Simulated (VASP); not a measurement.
# ZnCu2SnSe4 (I-4) in VASP: further runs

The runs below take ZnCu2SnSe4 through single point, with PBE.

Everything below comes from runs of VASP 6.6.1. Logs are shortened: lines on timing, memory, paths and dates and some standing lists are left out, and cuts for length are marked.

**1. The cell of the first run**

It takes space group I-4 (No. 82, tetragonal). Conventional cell: a = 5.699 Å, b = 5.699 Å, c = 11.384 Å, α = 90.00°, β = 90.00°, γ = 90.00°. Within 3.2 Å of Cu (site symmetry -4) lie 4 Se at 2.42 Å. Cu (site symmetry -4) has 4 Se at 2.41 Å within 3.2 Å. Zn (site symmetry -4) has 4 Se at 2.46 Å within 3.3 Å. Sn (site symmetry -4) has 4 Se at 2.58 Å within 3.4 Å. Within 3.2 Å of Se (site symmetry 1) lie 2 Cu at 2.41 to 2.42 Å and 1 Zn at 2.46 Å and 1 Sn at 2.58 Å.

**2. Single point, PBE**

Contents of INCAR:

```
PREC = Accurate
ENCUT = 600
EDIFF = 1E-6
ISMEAR = -1
SIGMA = 0.02
LREAL = F
LASPH = T
NELM = 120
ALGO = Normal
ISIF = 2
LWAVE = F
LCHARG = T
GGA = PE
LELF = T
LVHAR = T
NBANDS = 46
GGA_COMPAT = F
```

Contents of KPOINTS:

```
regular mesh
0
Gamma
  6 6 6
```

Contents of POSCAR:

```
ZnCu2SnSe4
1.0
   -2.8497024624      2.8497024624      5.6917566642
    2.8497024624     -2.8497024624      5.6917566642
    2.8497024624      2.8497024624     -5.6917566642
Cu Zn Sn Se
2 1 1 4
Direct
    0.0000000000      0.0000000000      0.0000000000
    0.7500000000      0.2500000000      0.5000000000
    0.2500000000      0.7500000000      0.5000000000
    0.5000000000      0.5000000000      0.0000000000
    0.1033254109      0.6291550790      0.9923444395
    0.3708449210      0.3631893604      0.4741703319
    0.6368106396      0.1109809715      0.0076555605
    0.8890190285      0.8966745891      0.5258296681
```

Potentials or basis: VASP PAW PBE potentials, release 64 (Cu, Zn, Sn_d, Se).

Command:

```console
> cat potpaw_PBE.64/Cu/POTCAR potpaw_PBE.64/Zn/POTCAR potpaw_PBE.64/Sn_d/POTCAR potpaw_PBE.64/Se/POTCAR > POTCAR
> mpirun -np 1 vasp_std > vasp.out
```

OUTCAR:

```text
PREC = Accurate
   ENCUT = 600
   EDIFF = 1E-6
   ISMEAR = -1
   LREAL = F
   LASPH = T
   NELM = 120
   ISIF = 2
   GGA = PE

 ion  position               nearest neighbor table
   1  0.000  0.000  0.000-   7 2.42   6 2.42   8 2.42   5 2.42
   2  0.750  0.250  0.500-   6 2.41   8 2.41   5 2.41   7 2.41
   3  0.250  0.750  0.500-   5 2.46   7 2.46   6 2.46   8 2.46
   4  0.500  0.500  0.000-   7 2.58   8 2.58   6 2.58   5 2.58
   5  0.103  0.629  0.992-   2 2.41   1 2.42   3 2.46   4 2.58
   6  0.371  0.363  0.474-   2 2.41   1 2.42   3 2.46   4 2.58
   7  0.637  0.111  0.008-   2 2.41   1 2.42   3 2.46   4 2.58
   8  0.889  0.897  0.526-   2 2.41   1 2.42   3 2.46   4 2.58

  LATTYP: Found a body centered tetragonal cell.
 ALAT       =     5.6994049248
 C/A-ratio  =     1.9973161196

  Lattice vectors:

 A1 = (  -2.8497024624,   2.8497024624,   5.6917566642)
 A2 = (   2.8497024624,  -2.8497024624,   5.6917566642)
 A3 = (   2.8497024624,   2.8497024624,  -5.6917566642)

Analysis of symmetry for initial positions (statically):
=====================================================================
 Subroutine PRICEL returns:
 Original cell was already a primitive cell.

 Routine SETGRP: Setting up the symmetry group for a
 body centered tetragonal supercell.

 Subroutine GETGRP returns: Found  4 space group operations
 (whereof  4 operations were pure point group operations)
 out of a pool of 16 trial point group operations.

The static configuration has the point symmetry S_4 .

Analysis of symmetry for dynamics (positions and initial velocities):
=====================================================================
 Subroutine PRICEL returns:
 Original cell was already a primitive cell.

 Routine SETGRP: Setting up the symmetry group for a
 body centered tetragonal supercell.

 Subroutine GETGRP returns: Found  4 space group operations
 (whereof  4 operations were pure point group operations)
 out of a pool of 16 trial point group operations.

The dynamic configuration has the point symmetry S_4 .

 Subroutine INISYM returns: Found  4 space group operations
 (whereof  4 operations are pure point group operations),
 and found     1 'primitive' translations

----------------------------------------------------------------------------------------

                                     Primitive cell

  volume of cell :     184.8866

  direct lattice vectors                    reciprocal lattice vectors
    -2.849702462  2.849702462  5.691756664     0.000000000  0.175456914  0.087846342
     2.849702462 -2.849702462  5.691756664     0.175456914  0.000000000  0.087846342
     2.849702462  2.849702462 -5.691756664     0.175456914  0.175456914  0.000000000

  length of vectors
     6.974073571  6.974073571  6.974073571     0.196219541  0.196219541  0.248133547

  position of ions in fractional coordinates (direct lattice)
     0.000000000  0.000000000  0.000000000
     0.750000000  0.250000000  0.500000000
     0.250000000  0.750000000  0.500000000
     0.500000000  0.500000000  0.000000000
     0.103325411  0.629155079  0.992344440
     0.370844921  0.363189360  0.474170332
     0.636810640  0.110980971  0.007655560
     0.889019029  0.896674589  0.525829668

  ion indices of the primitive-cell ions
   primitive index   ion index
                 1           1
                 2           2
                 3           3
                 4           4
                 5           5
                 6           6
                 7           7
                 8           8

----------------------------------------------------------------------------------------

 KPOINTS: regular mesh

Automatic generation of k-mesh.
 Grid dimensions read from file:
 generate k-points for:    6    6    6

 Generating k-lattice:

  Cartesian coordinates                     Fractional coordinates (reciprocal lattice)
     0.000000000  0.029242819  0.014641057     0.166666667  0.000000000  0.000000000
     0.029242819  0.000000000  0.014641057     0.000000000  0.166666667  0.000000000
     0.029242819  0.029242819  0.000000000     0.000000000  0.000000000  0.166666667

  Length of vectors
     0.032703257  0.032703257  0.041355591

  Shift w.r.t. Gamma in fractional coordinates (k-lattice)
     0.000000000  0.000000000  0.000000000

 Subroutine IBZKPT returns following result:
 ===========================================

 Found     36 irreducible k-points:

 Following reciprocal coordinates:
            Coordinates               Weight
  0.000000  0.000000  0.000000      1.000000
  0.166667  0.000000  0.000000      8.000000
  0.333333  0.000000  0.000000      8.000000
  0.500000  0.000000 -0.000000      4.000000
  0.166667  0.166667  0.000000      8.000000
  0.333333  0.166667 -0.000000      8.000000
[... 16 lines left out ...]
  0.333333 -0.333333  0.166667      4.000000
 -0.166667  0.333333  0.166667      8.000000
 [... further k-points ...]
   k-points           NKPTS =     36   k-points in BZ     NKDIM =     36   number of bands    NBANDS=     46
   number of dos      NEDOS =    301   number of ions     NIONS =      8
   total plane-waves  NPLWV = 175616
   dimension x,y,z NGX =    56 NGY =   56 NGZ =   56
   dimension x,y,z NGXF=   112 NGYF=  112 NGZF=  112
   ions per type =               2   1   1   4
   NGX,Y,Z   is equivalent  to a cutoff of  13.35, 13.35, 13.35 a.u.
   NGXF,Y,Z  is equivalent  to a cutoff of  26.70, 26.70, 26.70 a.u.
 SYSTEM =  unknown system
   PREC   = accura    normal or accurate (medium, high low for compatibility)
   ISTART =      0    job   : 0-new  1-cont  2-samecut
   ICHARG =      2    charge: 1-file 2-atom 10-const
   ISPIN  =      1    spin polarized calculation?
   LNONCOLLINEAR =      F non collinear calculations
   LSORBIT =      F    spin-orbit coupling
   LASPH  =      T    aspherical Exc in radial PAW
   ENCUT  =  600.0 eV  44.10 Ry    6.64 a.u.  13.93 13.93 13.93*2*pi/ulx,y,z
   NELM   =    120;   NELMIN=  2; NELMDL= -5     # of ELM steps
   EDIFF  = 0.1E-05   stopping-criterion for ELM
   LREAL  =      F    real-space projection
   EDIFFG = 0.1E-04   stopping-criterion for IOM
   NSW    =      0    number of steps for IOM
   IBRION =     -1    ionic relax: 0-MD 1-quasi-New 2-CG
   NFREE  =      0    steps in history (QN), initial steepest desc. (CG)
   ISIF   =      2    stress and relaxation
   ISYM   =      2    0-nonsym 1-usesym 2-fastsym
   POTIM  = 0.5000    time-step for ionic-motion
   TEBEG  =    0.0;   TEEND  =   0.0 temperature during run
   PSTRESS=    0.0 pullay stress
   NELECT =      72.0000    total number of electrons
   NUPDOWN=      -1.0000    fix difference up-down
   EMIN   =  10.00;   EMAX   =-10.00  energy-range for DOS
   EFERMI =   0.00;   METHOD = LEGACY
   ISMEAR =    -1;   SIGMA  =   0.02  broadening in eV -4-tet -1-fermi 0-gaus
   EFERMI_NEDOS =   21; number of points for ismear=-14 and -15
   IALGO  =     38    algorithm
   IMIX   =      4    mixing-type and parameters
     AMIX     =   0.40;   BMIX     =  1.00
     AMIX_MAG =   1.60;   BMIX_MAG =  1.00
  volume/ion in A,a.u.               =      23.11       155.96
  Fermi-wavevector in a.u.,A,eV,Ry     =   1.195503  2.259172 19.445808  1.429227
  Thomas-Fermi vector in A             =   2.331466
   LORBIT       =      0    0 simple, 1 ext, 2 COOP (PROOUT), +10 PAW based schemes
   GGA     = PE    functional components
   LHFCALC =     F    Hartree Fock is set to
   AEXX    =    0.0000 exact exchange contribution
   IVDW    =     0    specifies the selected vdW correction
   LEPSILON=     F    determine dielectric tensor
   LRPA    =     F    only Hartree local field effects (RPA)
 non-spin polarized calculation
  energy-cutoff  :      600.00
  volume of cell :      184.89
 maximum number of plane-waves:      6200
   NGX = 27   NGY = 27   NGZ = 27

 number of electron      71.9999983 magnetization

 Free energy of the ion-electron system (eV)
  ---------------------------------------------------
  ext. energy  EPLUGINS =         0.00000000
  ---------------------------------------------------
  free energy    TOTEN  =       -29.53816216 eV

  energy without entropy =      -29.53780124  energy(sigma->0) =      -29.53798170

 E-fermi :   3.9416     XC(G=0):  -9.4559

 val. band max:        3.9107624910   @ k =   0.0000   0.0000   0.0000
 cond. band min:       3.9491301184   @ k =   0.0000   0.0000   0.0000
 fundamental gap:      0.0383676274
 Fermi energy:         3.9415571692

 k-point     1 :       0.0000    0.0000    0.0000
  band No.  band energies     occupation
      1     -18.2991      2.00000
      2     -18.2956      2.00000
      3     -18.2956      2.00000
      4     -18.2411      2.00000
      5     -18.2371      2.00000
      6     -10.4054      2.00000
[... 38 lines left out ...]
     45       9.0020      0.00000
     46       9.4136      0.00000

 k-point     2 :       0.1667    0.0000    0.0000
  band No.  band energies     occupation
      1     -18.2991      2.00000
      2     -18.2957      2.00000
      3     -18.2956      2.00000
      4     -18.2410      2.00000
      5     -18.2370      2.00000
      6     -10.3248      2.00000
[... 38 lines left out ...]
     45       9.0121      0.00000
     46       9.4605      0.00000

 k-point     3 :       0.3333    0.0000    0.0000
  band No.  band energies     occupation
      1     -18.2993      2.00000
      2     -18.2958      2.00000
      3     -18.2956      2.00000
      4     -18.2409      2.00000
      5     -18.2370      2.00000
      6     -10.1041      2.00000
[... 1018 lines left out ...]
     45       9.6617      0.00000
     46       9.9131      0.00000

 k-point    24 :      -0.1667    0.3333    0.1667
  band No.  band energies     occupation
      1     -18.2993      2.00000
      2     -18.2959      2.00000
      3     -18.2956      2.00000
      4     -18.2408      2.00000
      5     -18.2369      2.00000
      6      -9.8994      2.00000
[... 38 lines left out ...]
     45       9.6318      0.00000
     46       9.8529      0.00000

 [... further k-points ...]

------------------------ aborting loop because EDIFF is reached ----------------------------------------

  FORCE on cell =-STRESS in cart. coord.  units (eV):
  Direction    XX          YY          ZZ          XY          YZ          ZX
  --------------------------------------------------------------------------------------
  -------------------------------------------------------------------------------------
  Total        2.7893350      2.7893350      2.7692848     -0.0000000      0.0000000      0.0000000
  in kB       24.1716284     24.1716284     23.9978790     -0.0000000      0.0000000      0.0000000
  external PRESSURE =      24.1137119 kB  Pullay stress =       0.0000000 kB

 VOLUME and BASIS-vectors are now :
 -----------------------------------------------------------------------------
  energy-cutoff  :      600.00
  volume of cell :      184.89
      direct lattice vectors                 reciprocal lattice vectors
    -2.849702462  2.849702462  5.691756664     0.000000000  0.175456914  0.087846342
     2.849702462 -2.849702462  5.691756664     0.175456914  0.000000000  0.087846342
     2.849702462  2.849702462 -5.691756664     0.175456914  0.175456914  0.000000000

 POSITION                                       TOTAL-FORCE (eV/Angst)
 -----------------------------------------------------------------------------------
      0.00000      0.00000      0.00000        -0.000000      0.000000     -0.000000
      0.00000      2.84970      2.84588        -0.000000      0.000000     -0.000000
      2.84970      0.00000      2.84588        -0.000000      0.000000     -0.000000
      0.00000      0.00000      5.69176        -0.000000      0.000000     -0.000000
      4.32634      1.32943     -1.47908         0.053224     -0.125087     -0.057104
      1.32943      1.37306      1.47908        -0.125087     -0.053224      0.057104
     -1.47664      1.52027      4.21267        -0.053224      0.125087     -0.057104
      1.52027      1.47664      7.17084         0.125087      0.053224      0.057104
 -----------------------------------------------------------------------------------
    total drift:                               -0.000002     -0.000002     -0.000003

  FREE ENERGIE OF THE ION-ELECTRON SYSTEM (eV)
  ---------------------------------------------------
  free  energy   TOTEN  =       -29.5381621557 eV

  energy  without entropy=      -29.5378012384  energy(sigma->0) =      -29.53798170
```

Wall time 14 min (1 thread of Oxide Virtual Turin-like, shared host); peak memory 0.64 GiB.

Results:

```yaml
Free_energy: -29.5382 eV
Pressure: 2.4 GPa
Largest_force: 0.147 eV/Å
Band_gap_on_the_k_mesh: 0.04 eV
```

Forces on the atoms (eV/Å):
```
Cu   0.000  0.000  0.000
Cu   0.000  0.000  0.000
Zn   0.000  0.000  0.000
Sn   0.000  0.000  0.000
Se   0.053 -0.125 -0.057
Se  -0.125 -0.053  0.057
Se  -0.053  0.125 -0.057
Se   0.125  0.053  0.057
```

Levels at points of the mesh, in eV from the valence-band top:
```csv
k point,band 32,band 33,band 34,band 35,band 36,band 37,band 38,band 39,band 40,band 41
"(0.00, 0.00, 0.00)",-1.68,-1.54,-0.16,0.00,0.00,0.04,1.76,2.36,3.46,3.46
"(0.50, 0.00, 0.00)",-1.42,-1.23,-1.17,-1.09,-0.55,1.42,2.83,2.96,3.90,3.98
"(0.50, 0.50, 0.00)",-1.25,-0.86,-0.74,-0.53,-0.38,0.27,1.86,2.68,3.74,3.90
"(0.50, 0.50, 0.50)",-1.29,-1.13,-1.13,-0.90,-0.90,0.98,1.80,1.80,2.07,2.89
```

Caveat: semilocal functionals underestimate gaps, and a narrow one can read as zero; spin-orbit coupling is left out, which moves the levels of the heavy elements.

**3. Single point, PBE**

This run uses another cell than the first one, of 23.93 Å³/atom.

Contents of INCAR:

```
  PREC = Accurate
  ENCUT = 600
  EDIFF = 1E-6
  ISMEAR = -1
  SIGMA = 0.02
  LREAL = F
  LASPH = T
  NELM = 120
  ALGO = Normal
  ISIF = 2
  LWAVE = F
  LCHARG = T
  GGA = PE
  LELF = T
  LVHAR = T
  NBANDS = 46
  GGA_COMPAT = F
```

KPOINTS is that of step 2.

Contents of POSCAR:

```
ZnCu2SnSe4
1.0
   -2.8821956991      2.8821956991      5.7610378807
    2.8821956991     -2.8821956991      5.7610378807
    2.8821956991      2.8821956991     -5.7610378807
Cu Zn Sn Se
2 1 1 4
Direct
    0.0000000000      0.0000000000      0.0000000000
    0.7500000000      0.2500000000      0.5000000000
    0.2500000000      0.7500000000      0.5000000000
    0.5000000000      0.5000000000      0.0000000000
    0.1009140140      0.6294170921      0.9907029597
    0.3705829079      0.3612858676      0.4714969219
    0.6387141324      0.1102110543      0.0092970403
    0.8897889457      0.8990859860      0.5285030781
```

Potentials or basis: VASP PAW PBE potentials, release 64 (Cu, Zn, Sn_d, Se).

Command:

```console
> cat potpaw_PBE.64/Cu/POTCAR potpaw_PBE.64/Zn/POTCAR potpaw_PBE.64/Sn_d/POTCAR potpaw_PBE.64/Se/POTCAR > POTCAR
> mpirun -np 1 vasp_std > vasp.out
```

Run time: 12 min. Hardware: 1 thread of Oxide Virtual Turin-like, shared host; peak memory 0.67 GiB.

The run converged. Its results:

```yaml
Free_energy: -29.5923 eV
Pressure: 0.2 GPa
Largest_force: 0.016 eV/Å
Band_gap_on_the_k_mesh: 0.03 eV
```

Forces in eV/Å, atoms in the order of the input:
```
Cu   0.000  0.000  0.000
Cu   0.000  0.000  0.000
Zn   0.000  0.000  0.000
Sn   0.000  0.000  0.000
Se  -0.007  0.014  0.004
Se   0.014  0.007 -0.004
Se   0.007 -0.014  0.004
Se  -0.014 -0.007 -0.004
```

Levels at points of the mesh, in eV from the valence-band top:
```tsv
k point	band 33	band 34	band 35	band 36	band 37	band 38	band 39	band 40
(0.00, 0.00, 0.00)	-1.48	-0.28	0.00	0.00	0.03	1.78	2.26	3.38
(0.50, 0.00, 0.00)	-1.18	-1.12	-1.03	-0.52	1.26	2.76	2.89	3.76
(0.50, 0.50, 0.00)	-0.83	-0.72	-0.51	-0.36	0.15	1.79	2.61	3.66
(0.50, 0.50, 0.50)	-1.08	-1.08	-0.85	-0.85	0.85	1.83	1.83	2.04
```

Caveat: semilocal functionals underestimate gaps, and a narrow one can read as zero; spin-orbit coupling is left out, which moves the levels of the heavy elements. A k mesh can miss the band edges.
